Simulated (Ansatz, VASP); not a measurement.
# Na2Ru: VASP beside Ansatz

File INCAR:

```
SYSTEM = Na2Ru
PREC = Accurate ; ENCUT = 600
EDIFF = 1E-7 ; ISMEAR = 0
SIGMA = 0.1 ; LREAL = .FALSE.
LASPH = .TRUE. ; NELM = 100
ALGO = Fast ; ISIF = 3
LWAVE = .FALSE. ; LCHARG = .FALSE.
GGA = PE ; IBRION = 2
NSW = 90 ; EDIFFG = -0.04
```

The input KPOINTS:

```
regular mesh
0
G
  6 6 2
  0 0 0
```

File POSCAR:

```
Na2Ru
1.0
    2.6515587379      0.0000000000      0.0000000000
    0.0000000000      2.7548612499      0.0000000000
    0.0000000000      0.0000000000      8.2820123556
Na Ru
2 1
Direct
    0.0000000000      0.0000000000      0.7913705494
    0.0000000000      0.0000000000      0.2086294506
    0.5000000000      0.5000000000      0.5000000000
```

Input for Ansatz:

```yaml
crystal:
  lattice:
    - [2.6515587379, 0.0, 0.0]
    - [0.0, 2.7548612499, 0.0]
    - [0.0, 0.0, 8.2820123556]
  atoms:
    - { symbol: Na, position: [0.0, 0.0, 0.7913705494] }
    - { symbol: Na, position: [0.0, 0.0, 0.2086294506] }
    - { symbol: Ru, position: [0.5, 0.5, 0.5] }
basis:
  ecutwfc: 420
kpoints:
  mp_grid: { grid: [6, 6, 2] }
hamiltonian:
  xc: pbe
scf:
  occupations: { method: gaussian, width: 0.1 }
  lower_state_search: "off"
output:
  forces: true
  stress: true
  eigenvalues: true
relax:
  adjacent_minimum: "off"
  f_tol: 0.04
  max_steps: 70
  cell: { stress_tol: 0.4 }
```

Change from the starting cell: ordered superstructure of fcc with vacancies (Pmmm, No. 47).

Alike in both runs: task relaxation of cell and atoms; functional PBE; k mesh 6 × 6 × 2; occupations gaussian, width 0.1 eV; no spin polarisation.

|  | VASP | Ansatz |
| --- | --- | --- |
| version | VASP 6.6.1 | Ansatz 0.2.0 |
| potentials or method | VASP PAW PBE potentials, release 64 (Na_pv, Ru_pv), cutoff 600 eV | scalar-relativistic, plane waves, PAW |
| valence electrons in the cell | 28 | 34 |

VASP gave:

| Property | Result |
| --- | --- |
| gap on the k mesh at the Fermi level, each at its own relaxed structure (eV) | none |
| relaxed volume (Å³/atom) | 20.22 |
| relaxed length of the cell vector where the two differ most in proportion (Å) | 2.728 |

Task: Which values does Ansatz return?

Result: gap on the k mesh at the Fermi level, each at its own relaxed structure (eV): none; relaxed volume (Å³/atom): 20.29; relaxed length of the cell vector where the two differ most in proportion (Å): 2.747.

A gap of «none» marks a metal or a gap that the smearing closes. VASP's potentials hold 28 valence electrons a cell and Ansatz's 34, so a difference there can come from the potentials and not from the codes.

The k mesh is coarse, so the values compare programs but aren't converged.
